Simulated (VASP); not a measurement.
# Cr (Fd-3m) in VASP: further runs

Runs on Cr. Level: PBE. Tasks: single point.

Program: VASP 6.6.1. These are calculated values, not measurements. Logs are shortened: lines on timing, memory, paths and dates and some standing lists are left out, and cuts for length are marked.

### Step 1. The cell of the first run

It takes space group Fd-3m (No. 227, cubic). The conventional cell has a = 5.062 Å, b = 5.062 Å, c = 5.062 Å, α = 90.00°, β = 90.00°, γ = 90.00°. Within 2.9 Å of Cr (site symmetry -43m) lie 4 Cr at 2.19 Å.

This isn't the form of Cr at room conditions, which is bcc.

### Step 2. Single point, PBE

Contents of INCAR:

```
PREC = Accurate
ENCUT = 500
EDIFF = 1E-6
ISMEAR = -1
SIGMA = 0.06122561905347299
LREAL = F
LASPH = T
NELM = 120
ALGO = Normal
ISIF = 2
LWAVE = F
LCHARG = F
GGA = PE
NBANDS = 19
GGA_COMPAT = F
```

Contents of KPOINTS:

```
Automatic mesh
0
Gamma
  37 37 37
```

Contents of POSCAR:

```
Cr
1.0
    0.0000000000      2.5311705749      2.5311705749
    2.5311705749      0.0000000000      2.5311705749
    2.5311705749      2.5311705749      0.0000000000
Cr
2
Direct
    0.0000000000      0.0000000000      0.0000000000
    0.2500000000      0.2500000000      0.2500000000
```

Potentials or basis: VASP PAW PBE potentials, release 64 (Cr_pv).

Started as:

```console
> cat potpaw_PBE.64/Cr_pv/POTCAR > POTCAR
> mpirun -np 1 vasp_std > vasp.out
```

OUTCAR:

```text
PREC = Accurate
   ENCUT = 500
   EDIFF = 1E-6
   ISMEAR = -1
   LREAL = F
   LASPH = T
   NELM = 120
   ISIF = 2
   GGA = PE

 ion  position               nearest neighbor table
   1  0.000  0.000  0.000-   2 2.19   2 2.19   2 2.19   2 2.19
   2  0.250  0.250  0.250-   1 2.19   1 2.19   1 2.19   1 2.19

  LATTYP: Found a face centered cubic cell.
 ALAT       =     5.0623411498

  Lattice vectors:

 A1 = (   0.0000000000,   2.5311705749,   2.5311705749)
 A2 = (   2.5311705749,   0.0000000000,   2.5311705749)
 A3 = (   2.5311705749,   2.5311705749,   0.0000000000)

Analysis of symmetry for initial positions (statically):
=====================================================================
 Subroutine PRICEL returns:
 Original cell was already a primitive cell.

 Routine SETGRP: Setting up the symmetry group for a
 face centered cubic supercell.

 Subroutine GETGRP returns: Found 48 space group operations
 (whereof 24 operations were pure point group operations)
 out of a pool of 48 trial point group operations.

The static configuration has the point symmetry T_d .
 The point group associated with its full space group is O_h .

Analysis of symmetry for dynamics (positions and initial velocities):
=====================================================================
 Subroutine PRICEL returns:
 Original cell was already a primitive cell.

 Routine SETGRP: Setting up the symmetry group for a
 face centered cubic supercell.

 Subroutine GETGRP returns: Found 48 space group operations
 (whereof 24 operations were pure point group operations)
 out of a pool of 48 trial point group operations.

The dynamic configuration has the point symmetry T_d .
 The point group associated with its full space group is O_h .

 Subroutine INISYM returns: Found 48 space group operations
 (whereof 24 operations are pure point group operations),
 and found     1 'primitive' translations

----------------------------------------------------------------------------------------

                                     Primitive cell

  volume of cell :      32.4335

  direct lattice vectors                    reciprocal lattice vectors
     0.000000000  2.531170575  2.531170575    -0.197537062  0.197537062  0.197537062
     2.531170575  0.000000000  2.531170575     0.197537062 -0.197537062  0.197537062
     2.531170575  2.531170575  0.000000000     0.197537062  0.197537062 -0.197537062

  length of vectors
     3.579615756  3.579615756  3.579615756     0.342144229  0.342144229  0.342144229

  position of ions in fractional coordinates (direct lattice)
     0.000000000  0.000000000  0.000000000
     0.250000000  0.250000000  0.250000000

  ion indices of the primitive-cell ions
   primitive index   ion index
                 1           1
                 2           2

----------------------------------------------------------------------------------------

 KPOINTS: Automatic mesh

Automatic generation of k-mesh.
 Grid dimensions read from file:
 generate k-points for:   37   37   37

 Generating k-lattice:

  Cartesian coordinates                     Fractional coordinates (reciprocal lattice)
    -0.005338840  0.005338840  0.005338840     0.027027027  0.000000000  0.000000000
     0.005338840 -0.005338840  0.005338840     0.000000000  0.027027027  0.000000000
     0.005338840  0.005338840 -0.005338840     0.000000000  0.000000000  0.027027027

  Length of vectors
     0.009247141  0.009247141  0.009247141

  Shift w.r.t. Gamma in fractional coordinates (k-lattice)
     0.000000000  0.000000000  0.000000000

 Subroutine IBZKPT returns following result:
 ===========================================

 Found   1330 irreducible k-points:

 Following reciprocal coordinates:
            Coordinates               Weight
  0.000000  0.000000  0.000000      1.000000
  0.027027  0.000000  0.000000      8.000000
  0.054054  0.000000  0.000000      8.000000
  0.081081  0.000000  0.000000      8.000000
  0.108108  0.000000  0.000000      8.000000
  0.135135  0.000000  0.000000      8.000000
[... 16 lines left out ...]
  0.108108  0.027027  0.000000     24.000000
  0.135135  0.027027  0.000000     24.000000
 [... further k-points ...]
   k-points           NKPTS =   1330   k-points in BZ     NKDIM =   1330   number of bands    NBANDS=     19
   number of dos      NEDOS =    301   number of ions     NIONS =      2
   total plane-waves  NPLWV =  21952
   dimension x,y,z NGX =    28 NGY =   28 NGZ =   28
   dimension x,y,z NGXF=    56 NGYF=   56 NGZF=   56
   ions per type =               2
   NGX,Y,Z   is equivalent  to a cutoff of  13.00, 13.00, 13.00 a.u.
   NGXF,Y,Z  is equivalent  to a cutoff of  26.01, 26.01, 26.01 a.u.
 SYSTEM =  unknown system
   PREC   = accura    normal or accurate (medium, high low for compatibility)
   ISTART =      0    job   : 0-new  1-cont  2-samecut
   ICHARG =      2    charge: 1-file 2-atom 10-const
   ISPIN  =      1    spin polarized calculation?
   LNONCOLLINEAR =      F non collinear calculations
   LSORBIT =      F    spin-orbit coupling
   LASPH  =      T    aspherical Exc in radial PAW
   ENCUT  =  500.0 eV  36.75 Ry    6.06 a.u.   6.53  6.53  6.53*2*pi/ulx,y,z
   NELM   =    120;   NELMIN=  2; NELMDL= -5     # of ELM steps
   EDIFF  = 0.1E-05   stopping-criterion for ELM
   LREAL  =      F    real-space projection
[... 7 lines left out ...]
   TEBEG  =    0.0;   TEEND  =   0.0 temperature during run
   PSTRESS=    0.0 pullay stress
   NELECT =      24.0000    total number of electrons
   NUPDOWN=      -1.0000    fix difference up-down
   EMIN   =  10.00;   EMAX   =-10.00  energy-range for DOS
   EFERMI =   0.00;   METHOD = LEGACY
   ISMEAR =    -1;   SIGMA  =   0.06  broadening in eV -4-tet -1-fermi 0-gaus
   EFERMI_NEDOS =   21; number of points for ismear=-14 and -15
   IALGO  =     38    algorithm
   IMIX   =      4    mixing-type and parameters
     AMIX     =   0.40;   BMIX     =  1.00
     AMIX_MAG =   1.60;   BMIX_MAG =  1.00
  volume/ion in A,a.u.               =      16.22       109.44
  Fermi-wavevector in a.u.,A,eV,Ry     =   1.480746  2.798204 29.832243  2.192608
  Thomas-Fermi vector in A             =   2.594742
   LORBIT       =      0    0 simple, 1 ext, 2 COOP (PROOUT), +10 PAW based schemes
   GGA     = PE    functional components
   LHFCALC =     F    Hartree Fock is set to
   AEXX    =    0.0000 exact exchange contribution
   IVDW    =     0    specifies the selected vdW correction
   LEPSILON=     F    determine dielectric tensor
   LRPA    =     F    only Hartree local field effects (RPA)
 non-spin polarized calculation
  energy-cutoff  :      500.00
  volume of cell :       32.43
 maximum number of plane-waves:       869
   NGX = 13   NGY = 13   NGZ = 13

 number of electron      24.0000021 magnetization

 Free energy of the ion-electron system (eV)
  ---------------------------------------------------
  ext. energy  EPLUGINS =         0.00000000
  ---------------------------------------------------
  free energy    TOTEN  =       -14.73828270 eV

  energy without entropy =      -14.68886834  energy(sigma->0) =      -14.71357552

 E-fermi :   6.4793     XC(G=0): -11.4208

 val. band max:        6.4788700382   @ k =   0.2703   0.1622   0.0270
 cond. band min:       6.4800187970   @ k =  -0.2432   0.1351   0.0541
 fundamental gap:      0.0011487587
 Fermi energy:         6.4792552372

 k-point     1 :       0.0000    0.0000    0.0000
  band No.  band energies     occupation
      1     -36.1946      2.00000
      2     -36.1946      2.00000
      3     -36.1946      2.00000
      4     -35.3523      2.00000
      5     -35.3523      2.00000
      6     -35.3523      2.00000
[... 11 lines left out ...]
     18      14.8679      0.00000
     19      14.8690      0.00000

 k-point     2 :       0.0270    0.0000    0.0000
  band No.  band energies     occupation
      1     -36.1954      2.00000
      2     -36.1954      2.00000
      3     -36.1946      2.00000
      4     -35.3525      2.00000
      5     -35.3515      2.00000
      6     -35.3515      2.00000
[... 11 lines left out ...]
     18      14.8678      0.00000
     19      14.8689      0.00000

 k-point     3 :       0.0541    0.0000    0.0000
  band No.  band energies     occupation
      1     -36.1979      2.00000
      2     -36.1979      2.00000
      3     -36.1947      2.00000
      4     -35.3529      2.00000
      5     -35.3490      2.00000
      6     -35.3490      2.00000
[... 11 lines left out ...]
     18      14.8678      0.00000
     19      14.8688      0.00000

 k-point     4 :       0.0811    0.0000    0.0000
  band No.  band energies     occupation
      1     -36.2018      2.00000
      2     -36.2018      2.00000
      3     -36.1948      2.00000
      4     -35.3534      2.00000
      5     -35.3450      2.00000
      6     -35.3450      2.00000
[... 11 lines left out ...]
     18      14.8678      0.00000
     19      14.8689      0.00000

 k-point     5 :       0.1081    0.0000    0.0000
  band No.  band energies     occupation
      1     -36.2071      2.00000
      2     -36.2071      2.00000
      3     -36.1951      2.00000
      4     -35.3543      2.00000
      5     -35.3395      2.00000
      6     -35.3395      2.00000
[... 11 lines left out ...]
     18      14.8678      0.00000
     19      14.8689      0.00000
[... 334 lines left out ...]
      2     -36.1987      2.00000
      3     -36.1920      2.00000
      4     -35.3554      2.00000
      5     -35.3482      2.00000
      6     -35.3478      2.00000
[... 11 lines left out ...]
     18      14.8678      0.00000
     19      14.8689      0.00000

 k-point    22 :       0.0811    0.0270    0.0000
  band No.  band energies     occupation
      1     -36.2032      2.00000
      2     -36.2021      2.00000
      3     -36.1914      2.00000
      4     -35.3565      2.00000
      5     -35.3448      2.00000
      6     -35.3436      2.00000
[... 11 lines left out ...]
     18      14.8678      0.00000
     19      14.8689      0.00000

 k-point    23 :       0.1081    0.0270    0.0000
  band No.  band energies     occupation
      1     -36.2086      2.00000
      2     -36.2067      2.00000
      3     -36.1912      2.00000
      4     -35.3576      2.00000
      5     -35.3402      2.00000
      6     -35.3380      2.00000
[... 11 lines left out ...]
     18      14.8678      0.00000
     19      14.8689      0.00000

 k-point    24 :       0.1351    0.0270    0.0000
  band No.  band energies     occupation
      1     -36.2152      2.00000
      2     -36.2125      2.00000
      3     -36.1913      2.00000
      4     -35.3587      2.00000
      5     -35.3343      2.00000
      6     -35.3313      2.00000
[... 11 lines left out ...]
     18      14.8678      0.00000
     19      14.8688      0.00000

 [... further k-points ...]

------------------------ aborting loop because EDIFF is reached ----------------------------------------

  FORCE on cell =-STRESS in cart. coord.  units (eV):
  Direction    XX          YY          ZZ          XY          YZ          ZX
  --------------------------------------------------------------------------------------
  -------------------------------------------------------------------------------------
  Total        0.4585533      0.4585533      0.4585533      0.0000000      0.0000000      0.0000000
  in kB       22.6519808     22.6519808     22.6519808      0.0000000      0.0000000      0.0000000
  external PRESSURE =      22.6519808 kB  Pullay stress =       0.0000000 kB

 VOLUME and BASIS-vectors are now :
 -----------------------------------------------------------------------------
  energy-cutoff  :      500.00
  volume of cell :       32.43
      direct lattice vectors                 reciprocal lattice vectors
     0.000000000  2.531170575  2.531170575    -0.197537062  0.197537062  0.197537062
     2.531170575  0.000000000  2.531170575     0.197537062 -0.197537062  0.197537062
     2.531170575  2.531170575  0.000000000     0.197537062  0.197537062 -0.197537062

 POSITION                                       TOTAL-FORCE (eV/Angst)
 -----------------------------------------------------------------------------------
      0.00000      0.00000      0.00000         0.000000     -0.000000     -0.000000
      1.26559      1.26559      1.26559        -0.000000      0.000000      0.000000
 -----------------------------------------------------------------------------------
    total drift:                                0.000000      0.000000      0.000000

  FREE ENERGIE OF THE ION-ELECTRON SYSTEM (eV)
  ---------------------------------------------------
  free  energy   TOTEN  =       -14.7382827042 eV

  energy  without entropy=      -14.6888683385  energy(sigma->0) =      -14.71357552
```

Wall time 7.1 min (1 thread of AMD EPYC 9R45 (Zen 5), shared host); peak memory 0.65 GiB.

What came out:

- Free energy: -14.7383 eV
- Pressure: 2.3 GPa
- Band gap on the k mesh: zero (bands 12 and 13 overlap by 0.62 eV)

Levels at points of the mesh, in eV from the Fermi level:
| k point | band 8 | band 9 | band 10 | band 11 | band 12 | band 13 | band 14 | band 15 | band 16 | band 17 |
| --- | --- | --- | --- | --- | --- | --- | --- | --- | --- | --- |
| (0.00, 0.00, 0.00) | -1.58 | -1.58 | -1.08 | -1.08 | -1.08 | 1.09 | 1.09 | 1.09 | 3.20 | 3.20 |

Caveat: the run has no spin polarisation, though such a crystal can be magnetic. Spin polarisation is off, so any magnetic state and its effect on volume and gap are missing.

### Step 3. Single point, PBE

This run uses another cell than the first one, of 17.54 Å³/atom.

Contents of INCAR:

```
  PREC = Accurate
  ENCUT = 500
  EDIFF = 1E-6
  ISMEAR = -1
  SIGMA = 0.06122561905347299
  LREAL = F
  LASPH = T
  NELM = 120
  ALGO = Normal
  ISIF = 2
  LWAVE = F
  LCHARG = T
  GGA = PE
  LELF = T
  LVHAR = T
  NBANDS = 19
  GGA_COMPAT = F
```

Contents of KPOINTS:

```
regular mesh
0
Gamma
  37 37 37
```

Contents of POSCAR:

```
Cr
1.0
    0.0000000000      2.5982524351      2.5982524351
    2.5982524351      0.0000000000      2.5982524351
    2.5982524351      2.5982524351      0.0000000000
Cr
2
Direct
    0.0000000000      0.0000000000      0.0000000000
    0.2500000000      0.2500000000      0.2500000000
```

Potentials or basis: VASP PAW PBE potentials, release 64 (Cr_pv).

Started as:

```console
> cat potpaw_PBE.64/Cr_pv/POTCAR > POTCAR
> mpirun -np 1 vasp_std > vasp.out
```

Run time: 13 min. Hardware: 1 thread of Intel Xeon Platinum 8488C (Sapphire Rapids), shared host; peak memory 0.71 GiB.

The run converged. Its results:

```
Free energy            : -14.7109 eV
Pressure               : -5.4 GPa
Band gap on the k mesh : zero (bands 12 and 13 overlap by 0.59 eV)
```

Levels at points of the mesh, in eV from the Fermi level:
| k point | band 10 | band 11 | band 12 | band 13 | band 14 | band 15 |
| --- | --- | --- | --- | --- | --- | --- |
| (0.00, 0.00, 0.00) | -0.97 | -0.97 | -0.97 | 1.03 | 1.03 | 1.03 |

Caveat: the cell stands under tension; the run has no spin polarisation, though such a crystal can be magnetic. Spin polarisation is off, so any magnetic state and its effect on volume and gap are missing.
